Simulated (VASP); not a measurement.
# Nb (Im-3m) in VASP: a series of runs, part 3 of 3

VASP 6.6.1.

## (4) Relaxation of cell and atoms, PBE

This run uses another cell than the first one, of 17.98 Å³/atom.

INCAR reads:

```
  PREC = Accurate
  ENCUT = 600
  EDIFF = 1E-6
  ISMEAR = -1
  SIGMA = 0.05
  LREAL = F
  LASPH = T
  NELM = 100
  ALGO = Normal
  ISIF = 3
  LWAVE = F
  LCHARG = F
  GGA = PE
  IBRION = 2
  NSW = 80
  EDIFFG = -0.01
```

KPOINTS reads:

```
Automatic mesh
0
Gamma
  16 16 16
```

POSCAR reads:

```
Nb
1.0
   -1.6502000000      1.6502000000      1.6502000000
    1.6502000000     -1.6502000000      1.6502000000
    1.6502000000      1.6502000000     -1.6502000000
Nb
1
Direct
    0.0000000000      0.0000000000      0.0000000000
```

Potentials or basis: VASP PAW PBE potentials, release 64 (Nb_sv).

Command:

```sh
$ cat potpaw_PBE.64/Nb_sv/POTCAR > POTCAR
$ mpirun -np 1 vasp_std > vasp.out
```

OUTCAR:

```text
PREC = Accurate
   ENCUT = 600
   EDIFF = 1E-6
   ISMEAR = -1
   LREAL = F
   LASPH = T
   NELM = 100
   ISIF = 3
   GGA = PE
   IBRION = 2
   NSW = 80
   EDIFFG = -0.01

 ion  position               nearest neighbor table
   1  0.000  0.000  0.000-

  LATTYP: Found a body centered cubic cell.
 ALAT       =     3.3004000000

  Lattice vectors:

 A1 = (  -1.6502000000,   1.6502000000,   1.6502000000)
 A2 = (   1.6502000000,  -1.6502000000,   1.6502000000)
 A3 = (   1.6502000000,   1.6502000000,  -1.6502000000)

Analysis of symmetry for initial positions (statically):
=====================================================================
 Subroutine PRICEL returns:
 Original cell was already a primitive cell.

 Routine SETGRP: Setting up the symmetry group for a
 body centered cubic supercell.

 Subroutine GETGRP returns: Found 48 space group operations
 (whereof 48 operations were pure point group operations)
 out of a pool of 48 trial point group operations.

The static configuration has the point symmetry O_h .

Analysis of symmetry for dynamics (positions and initial velocities):
=====================================================================
 Subroutine PRICEL returns:
 Original cell was already a primitive cell.

 Routine SETGRP: Setting up the symmetry group for a
 body centered cubic supercell.

 Subroutine GETGRP returns: Found 48 space group operations
 (whereof 48 operations were pure point group operations)
 out of a pool of 48 trial point group operations.

The dynamic configuration has the point symmetry O_h .

 Subroutine INISYM returns: Found 48 space group operations
 (whereof 48 operations are pure point group operations),
 and found     1 'primitive' translations

----------------------------------------------------------------------------------------

                                     Primitive cell

  volume of cell :      17.9750

  direct lattice vectors                    reciprocal lattice vectors
    -1.650200000  1.650200000  1.650200000     0.000000000  0.302993577  0.302993577
[... 117 lines left out ...]
  energy-cutoff  :      600.00
  volume of cell :       17.98
 maximum number of plane-waves:       616
   NGX = 11   NGY = 11   NGZ = 11

--------------------------------------- Ionic step        1  -------------------------------------------

 number of electron      13.0000000 magnetization

 Free energy of the ion-electron system (eV)
  ---------------------------------------------------
  ext. energy  EPLUGINS =         0.00000000
  ---------------------------------------------------
  free energy    TOTEN  =       -10.22297664 eV

  energy without entropy =      -10.21102775  energy(sigma->0) =      -10.21700220

------------------------ aborting loop because EDIFF is reached ----------------------------------------

  FORCE on cell =-STRESS in cart. coord.  units (eV):
  Direction    XX          YY          ZZ          XY          YZ          ZX
  --------------------------------------------------------------------------------------
  -------------------------------------------------------------------------------------
  Total        0.1161129      0.1161129      0.1161129      0.0000000      0.0000000     -0.0000000
  in kB       10.3495464     10.3495464     10.3495464      0.0000000      0.0000000     -0.0000000
  external PRESSURE =      10.3495464 kB  Pullay stress =       0.0000000 kB
[... 57 lines left out ...]
--------------------------------------- Ionic step        3  -------------------------------------------

 number of electron      13.0000000 magnetization

 Free energy of the ion-electron system (eV)
  ---------------------------------------------------
  ext. energy  EPLUGINS =         0.00000000
  ---------------------------------------------------
  free energy    TOTEN  =       -10.22332070 eV

  energy without entropy =      -10.21125105  energy(sigma->0) =      -10.21728588

 E-fermi :  11.1323     XC(G=0): -12.4791

 val. band max:       11.1283479096   @ k =  -0.3125   0.3125   0.0625
 cond. band min:      11.1384117528   @ k =  -0.1250   0.1875   0.0625
 fundamental gap:      0.0100638432
 Fermi energy:        11.1323479559

 k-point     1 :       0.0000    0.0000    0.0000
  band No.  band energies     occupation
      1     -43.2449      2.00000
      2     -18.5508      2.00000
      3     -18.5508      2.00000
      4     -18.5508      2.00000
      5       5.1843      2.00000
      6      11.4942      0.00144
      7      11.4942      0.00144
      8      11.4942      0.00144
      9      14.3903      0.00000
     10      14.3903      0.00000
[... 287 lines left out ...]
 k-point    24 :       0.2500    0.1875   -0.0000
  band No.  band energies     occupation
      1     -43.0317      2.00000
      2     -19.6025      2.00000
      3     -18.9846      2.00000
      4     -18.6670      2.00000
      5       8.4074      2.00000
      6       9.8472      2.00000
      7      10.6968      1.99967
      8      13.8219      0.00000
      9      15.1535      0.00000
     10      17.0146      0.00000

 [... further k-points ...]
[... 5 lines left out ...]
  --------------------------------------------------------------------------------------
  -------------------------------------------------------------------------------------
  Total        0.0002248      0.0002248      0.0002248      0.0000000      0.0000000      0.0000000
  in kB        0.0199188      0.0199188      0.0199188      0.0000000      0.0000000      0.0000000
  external PRESSURE =       0.0199188 kB  Pullay stress =       0.0000000 kB
[... 16 lines left out ...]
  FREE ENERGIE OF THE ION-ELECTRON SYSTEM (eV)
  ---------------------------------------------------
  free  energy   TOTEN  =       -10.2233207015 eV

  energy  without entropy=      -10.2112510546  energy(sigma->0) =      -10.21728588

 reached required accuracy - stopping structural energy minimisation
```

OSZICAR:

```text
N       E                     dE             d eps       ncg     rms          rms(c)
DAV:   1     0.128360366985E+03    0.12836E+03   -0.81269E+03  2908   0.145E+03
DAV:   2    -0.471844577645E+01   -0.13308E+03   -0.13013E+03  3054   0.472E+02
DAV:   3    -0.102981129590E+02   -0.55797E+01   -0.52547E+01  4278   0.826E+01
[... 23 lines left out ...]
DAV:   3    -0.102225903417E+02    0.16513E-02   -0.12418E-02  4496   0.127E+00    0.166E-01
DAV:   4    -0.102229731221E+02   -0.38278E-03   -0.43201E-04  3854   0.221E-01    0.903E-02
DAV:   5    -0.102233185102E+02   -0.34539E-03   -0.97739E-04  4926   0.225E-01    0.396E-02
DAV:   6    -0.102233199990E+02   -0.14888E-05   -0.20884E-05  3222   0.644E-02    0.956E-03
DAV:   7    -0.102233207015E+02   -0.70245E-06   -0.39963E-06  3254   0.211E-02
   3 F= -.10223321E+02 E0= -.10217286E+02  d E =-.344062E-03
```

CONTCAR:

```text
Nb
   1.00000000000000
    -1.6534943535523632    1.6534943535523632    1.6534943535523632
     1.6534943535523632   -1.6534943535523632    1.6534943535523632
     1.6534943535523632    1.6534943535523632   -1.6534943535523632
  Nb
     1
Direct
     0.0000000000000000    0.0000000000000000    0.0000000000000000

  0.00000000E+00  0.00000000E+00  0.00000000E+00
```

It took 66 s on 1 thread of Intel Xeon 8259CL, shared host; peak memory 0.17 GiB.

Results:

```yaml
Free_energy: -10.2233 eV
Relaxed_volume: 18.08 Å³/atom
Relaxed_cell: a = 2.864 Å, b = 2.864 Å, c = 2.864 Å, α = 109.47°, β = 109.47°, γ = 109.47°
Space_group_after_relaxing_to_0.1_Å: Im-3m (No. 229)
Energy_gained_by_relaxing: 0.3 meV/atom
Ionic_steps: 3
Pressure_after_relaxing: 0.0 GPa
Band_gap_on_the_k_mesh: zero (an odd number of electrons rules out a gap without spin polarisation)
```

Step by step:
```
step  energy change (eV)  largest force (eV/Å)  pressure (GPa)  volume (Å³)
   1              0.0000                0.0000            1.03        17.98
   2              0.0008                0.0000           -1.81        18.28
   3             -0.0003                0.0000            0.00        18.08
```

Final structure:
```
Nb
1.0
    -1.65349    1.65349    1.65349
     1.65349   -1.65349    1.65349
     1.65349    1.65349   -1.65349
Nb
1
Direct
  0.00000 0.00000 0.00000
```

Levels at points of the mesh, in eV from the Fermi level:
```tsv
k point	band 3	band 4	band 5	band 6	band 7	band 8	band 9	band 10
(0.00, 0.00, 0.00)	-29.68	-29.68	-5.95	0.36	0.36	0.36	3.26	3.26
(0.50, 0.00, 0.00)	-30.11	-29.70	-3.71	-1.65	2.25	3.29	3.97	6.34
(0.50, 0.50, 0.50)	-30.60	-30.60	-3.70	-3.70	5.57	5.57	5.57	9.03
```

## (5) Overview

| task | level | cell | cutoff (eV) | gap on the mesh (eV) | pressure (GPa) |
| --- | --- | --- | --- | --- | --- |
| single point | PBE | a = 2.866 Å, angles 109.5°, 1 atom | 520 | none | -0.4 |
| single point | r2SCAN | a = 2.860 Å, angles 109.5°, 1 atom | 520 | none | -0.3 |
| relaxation of cell and atoms | PBE | relaxed from a = 2.858 Å, angles 109.5°, 1 atom | 600 | none | 0.0 |

Alike in all rows: potentials or basis VASP PAW PBE potentials, release 64 (Nb_sv); no spin polarisation; k mesh 16 × 16 × 16; smearing fermi-dirac 0.05 eV.

Caveats: the PAW data sets were made with another functional, which shifts forces and pressure a little (at least some runs).

Total energies depend on the potentials used, so only differences within one code and one set of settings carry meaning.

The gap in the log of VASP goes by the Fermi energy; the results here count the filled bands.